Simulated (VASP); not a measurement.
# Os (P6_3/mmc) in VASP: notebook, part 2 of 2

VASP 6.6.1. Earlier steps stand in the parts before.

**3. Single point, PBE**

Contents of INCAR:

```
SYSTEM = Os
ALGO     = Normal         ! electronic algorithm
EDIFF    = 1E-6           ! SCF threshold, eV
ENCUT    = 520            ! plane-wave cutoff, eV
GGA      = PE             ! functional
ISIF     = 2              ! what is computed and relaxed
ISMEAR   = 1              ! smearing method
LASPH    = .TRUE.         ! aspherical terms in the spheres
LCHARG   = .TRUE.         ! write CHGCAR
LELF     = .TRUE.         ! ELF
LREAL    = .FALSE.        ! projectors in reciprocal space
LVHAR    = .TRUE.       
LWAVE    = .FALSE.        ! write WAVECAR
NBANDS   = 15             ! bands
NELM     = 100            ! most SCF steps
PREC     = Accurate       ! precision mode
SIGMA    = 0.01           ! smearing width, eV
```

Contents of KPOINTS:

```
k-points
0
G
  13 13 7
  0 0 0
```

Contents of POSCAR:

```
Os
1.0
    2.7559294133      0.0000000000      0.0000000000
   -1.3779647066      2.3867048830      0.0000000000
    0.0000000000      0.0000000000      4.3426533301
Os
2
Direct
    0.3333333333      0.6666666667      0.2500000000
    0.6666666667      0.3333333333      0.7500000000
```

Potentials or basis: VASP PAW PBE potentials, release 64 (Os).

The run is started by

```
> cat potpaw_PBE.64/Os/POTCAR > POTCAR
> mpirun -np 1 vasp_std > vasp.out
```

OUTCAR:

```text
SYSTEM = Os
   EDIFF = 1E-6
   ENCUT = 520
   GGA = PE
   ISIF = 2
   ISMEAR = 1
   LASPH = .TRUE.
   LREAL = .FALSE.
   NELM = 100
   PREC = Accurate

 ion  position               nearest neighbor table
   1  0.333  0.667  0.250-   2 2.69   2 2.69   2 2.69   2 2.69   2 2.69   2 2.69
   2  0.667  0.333  0.750-   1 2.69   1 2.69   1 2.69   1 2.69   1 2.69   1 2.69

  LATTYP: Found a hexagonal cell.
 ALAT       =     2.7559294133
 C/A-ratio  =     1.5757491136

  Lattice vectors:
[... 621 lines left out ...]

------------------------ aborting loop because EDIFF is reached ----------------------------------------

  FORCE on cell =-STRESS in cart. coord.  units (eV):
  Direction    XX          YY          ZZ          XY          YZ          ZX
  --------------------------------------------------------------------------------------
  -------------------------------------------------------------------------------------
  Total       -0.0372796     -0.0372796     -0.1282176     -0.0000000      0.0000000      0.0000000
  in kB       -2.0910283     -2.0910283     -7.1917779     -0.0000000      0.0000000      0.0000000
  external PRESSURE =      -3.7912781 kB  Pullay stress =       0.0000000 kB

 VOLUME and BASIS-vectors are now :
 -----------------------------------------------------------------------------
  energy-cutoff  :      520.00
  volume of cell :       28.56
      direct lattice vectors                 reciprocal lattice vectors
     2.755929413  0.000000000  0.000000000     0.362853996  0.209493852  0.000000000
    -1.377964707  2.386704883  0.000000000     0.000000000  0.418987704  0.000000000
     0.000000000  0.000000000  4.342653330     0.000000000  0.000000000  0.230273965

 POSITION                                       TOTAL-FORCE (eV/Angst)
 -----------------------------------------------------------------------------------
     -0.00000      1.59114      1.08566         0.000000     -0.000000      0.000000
      1.37796      0.79557      3.25699        -0.000000      0.000000      0.000000
 -----------------------------------------------------------------------------------
    total drift:                               -0.000000      0.000000     -0.000000

  FREE ENERGIE OF THE ION-ELECTRON SYSTEM (eV)
  ---------------------------------------------------
  free  energy   TOTEN  =       -22.5000342708 eV

  energy  without entropy=      -22.4999996583  energy(sigma->0) =      -22.50002273
```

OSZICAR:

```text
N       E                     dE             d eps       ncg     rms          rms(c)
DAV:   1     0.100589071353E+03    0.10059E+03   -0.73456E+03  2520   0.102E+03
DAV:   2    -0.192942294483E+02   -0.11988E+03   -0.10489E+03  2569   0.326E+02
DAV:   3    -0.239076914565E+02   -0.46135E+01   -0.44895E+01  3479   0.559E+01
DAV:   4    -0.239388780333E+02   -0.31187E-01   -0.30954E-01  2688   0.482E+00
DAV:   5    -0.239390501300E+02   -0.17210E-03   -0.17208E-03  3465   0.334E-01    0.222E+01
DAV:   6    -0.228246355060E+02    0.11144E+01   -0.94390E-01  3171   0.829E+00    0.991E+00
DAV:   7    -0.225081024761E+02    0.31653E+00   -0.64186E-01  3234   0.673E+00    0.491E-01
DAV:   8    -0.225037585758E+02    0.43439E-02   -0.64321E-03  2597   0.598E-01    0.407E-01
DAV:   9    -0.225000532328E+02    0.37053E-02   -0.24044E-03  2940   0.469E-01    0.513E-02
DAV:  10    -0.225000536764E+02   -0.44366E-06   -0.13884E-04  3360   0.104E-01    0.115E-02
DAV:  11    -0.225000362410E+02    0.17435E-04   -0.35925E-06  2751   0.175E-02    0.275E-03
DAV:  12    -0.225000345946E+02    0.16463E-05   -0.17025E-07  1841   0.481E-03    0.162E-03
DAV:  13    -0.225000342708E+02    0.32386E-06   -0.21824E-08  1498   0.128E-03
   1 F= -.22500034E+02 E0= -.22500023E+02  d E =-.346125E-04
```

Wall time 64 s (1 thread of Intel Xeon 8259CL, shared host); peak memory 0.16 GiB.

Results:

| Quantity | Value |
| --- | --- |
| Free energy | -22.5000 eV |
| Pressure | -0.4 GPa |
| Band gap on the k mesh | zero (bands 8 and 9 overlap by 3.69 eV) |

Stress tensor (GPa, compression positive):
```
-0.21  0.00  0.00
 0.00 -0.21  0.00
 0.00  0.00 -0.72
```

Caveat: spin-orbit coupling is left out, which moves the levels of the heavy elements.

**4. Single point, PBE**

Contents of INCAR:

```
SYSTEM = Os
  PREC = Accurate
  ENCUT = 520
  EDIFF = 1E-6
  ISMEAR = 1
  SIGMA = 0.03
  LREAL = .FALSE.
  LASPH = .TRUE.
  NELM = 80
  ALGO = Normal
  ISIF = 2
  LWAVE = .FALSE.
  LCHARG = .FALSE.
  GGA = PE
  NBANDS = 15
```

Contents of KPOINTS:

```
regular mesh
0
G
  13 13 7
  0 0 0
```

POSCAR is that of step 3.

The run is started by

```
> cat potpaw_PBE.64/Os/POTCAR > POTCAR
> mpirun -np 1 vasp_std > vasp.out
```

Wall time 52 s (1 thread of Intel Xeon 8259CL, shared host); peak memory 0.16 GiB.

The run converged. Its results:

```
Free energy            : -22.5001 eV
Pressure               : -0.4 GPa
Band gap on the k mesh : zero (bands 8 and 9 overlap by 3.69 eV)
```

Stress tensor (GPa, compression positive):
```
-0.21  0.00  0.00
 0.00 -0.21  0.00
 0.00  0.00 -0.73
```

Levels at points of the mesh, in eV from the Fermi level:
| k point | band 5 | band 6 | band 7 | band 8 | band 9 | band 10 | band 11 | band 12 |
| --- | --- | --- | --- | --- | --- | --- | --- | --- |
| (0.00, 0.00, 0.00) | -2.73 | -2.19 | -2.19 | -1.58 | -1.58 | 0.01 | 1.59 | 1.59 |

Caveat: spin-orbit coupling is left out, which moves the levels of the heavy elements.

**5. Single point, PBE**

Contents of INCAR:

```
SYSTEM = Os
ALGO = Normal
EDIFF = 1E-6
ENCUT = 520
GGA = PE
ISIF = 2
ISMEAR = 1
LASPH = .TRUE.
LCHARG = .TRUE.
LELF = .TRUE.
LREAL = .FALSE.
LVHAR = .TRUE.
LWAVE = .FALSE.
NBANDS = 15
NELM = 80
PREC = Accurate
SIGMA = 0.3
```

Contents of KPOINTS:

```
k-points
0
G
  13 13 7
  0 0 0
```

POSCAR is that of step 4.

The run is started by

```
> cat potpaw_PBE.64/Os/POTCAR > POTCAR
> mpirun -np 1 vasp_std > vasp.out
```

Run time: 51 s. Hardware: 1 thread of Intel Xeon 8259CL, shared host; peak memory 0.16 GiB.

Results (log left out):

- Free energy: -22.4981 eV
- Pressure: -0.4 GPa
- Band gap on the k mesh: zero (bands 8 and 9 overlap by 3.69 eV)

Stress tensor (GPa, compression positive):
```
-0.28  0.00  0.00
 0.00 -0.28  0.00
 0.00  0.00 -0.64
```

Levels at points of the mesh, in eV from the Fermi level:
| k point | band 4 | band 5 | band 6 | band 7 | band 8 | band 9 | band 10 | band 11 | band 12 | band 13 |
| --- | --- | --- | --- | --- | --- | --- | --- | --- | --- | --- |
| (0.00, 0.00, 0.00) | -3.05 | -2.77 | -2.23 | -2.23 | -1.63 | -1.63 | -0.03 | 1.55 | 1.55 | 8.78 |

Caveat: so wide a smearing shifts energies and pressures; spin-orbit coupling is left out, which moves the levels of the heavy elements.

**6. Single point, PBE**

Contents of INCAR:

```
ALGO = Normal
EDIFF = 1E-6
ENCUT = 520
GGA = PE
ISIF = 2
ISMEAR = -1
LASPH = T
LCHARG = T
LELF = T
LREAL = F
LVHAR = T
LWAVE = F
NBANDS = 15
NELM = 100
PREC = Accurate
SIGMA = 0.1
```

Contents of KPOINTS:

```
k-points
0
Gamma
  14 14 8
```

POSCAR is that of step 5.

Potentials or basis: VASP PAW PBE potentials, release 64 (Os).

The run is started by

```
> cat potpaw_PBE.64/Os/POTCAR > POTCAR
> mpirun -np 1 vasp_std > vasp.out
```

Wall time 72 s (1 thread of Intel Xeon 8259CL, shared host); peak memory 0.17 GiB.

It converged, with:

```yaml
Free_energy: -22.5180 eV
Pressure: -0.1 GPa
Band_gap_on_the_k_mesh: zero (bands 8 and 9 overlap by 3.62 eV)
```

Stress tensor (GPa, compression positive):
```
-0.23  0.00  0.00
 0.00 -0.23  0.00
 0.00  0.00  0.14
```

Levels at points of the mesh, in eV from the Fermi level:
| k point | band 5 | band 6 | band 7 | band 8 | band 9 | band 10 | band 11 | band 12 |
| --- | --- | --- | --- | --- | --- | --- | --- | --- |
| (0.00, 0.00, 0.00) | -2.71 | -2.17 | -2.17 | -1.57 | -1.57 | 0.03 | 1.61 | 1.61 |
| (0.50, 0.00, 0.00) | -2.89 | -2.52 | -1.84 | 1.92 | 2.46 | 2.61 | 4.24 | 5.52 |
| (0.00, 0.00, 0.50) | -3.19 | -3.19 | -3.19 | -3.19 | 0.83 | 0.83 | 0.83 | 0.83 |
| (0.50, 0.00, 0.50) | -1.21 | -1.21 | -0.19 | -0.19 | 2.25 | 2.25 | 3.18 | 3.18 |

Caveat: spin-orbit coupling is left out, which moves the levels of the heavy elements.

**7. The runs side by side**

| k mesh | smearing | gap on the mesh (eV) | pressure (GPa) |
| --- | --- | --- | --- |
| 13 × 13 × 7 | methfessel-paxton 1 eV | none | -1.0 |
| 13 × 13 × 7 | methfessel-paxton 0.01 eV | none | -0.4 |
| 13 × 13 × 7 | methfessel-paxton 0.03 eV | none | -0.4 |
| 13 × 13 × 7 | methfessel-paxton 0.3 eV | none | -0.4 |
| 14 × 14 × 8 | fermi-dirac 0.1 eV | none | -0.1 |

Alike in all rows: task single point; level PBE; potentials or basis VASP PAW PBE potentials, release 64 (Os); no spin polarisation; cell as given; cutoff (eV) 520.

Caveats: spin-orbit coupling is left out, which moves the levels of the heavy elements; so wide a smearing shifts energies and pressures (at least some runs).

Total energies depend on the potentials used, so only differences within one code and one set of settings carry meaning.
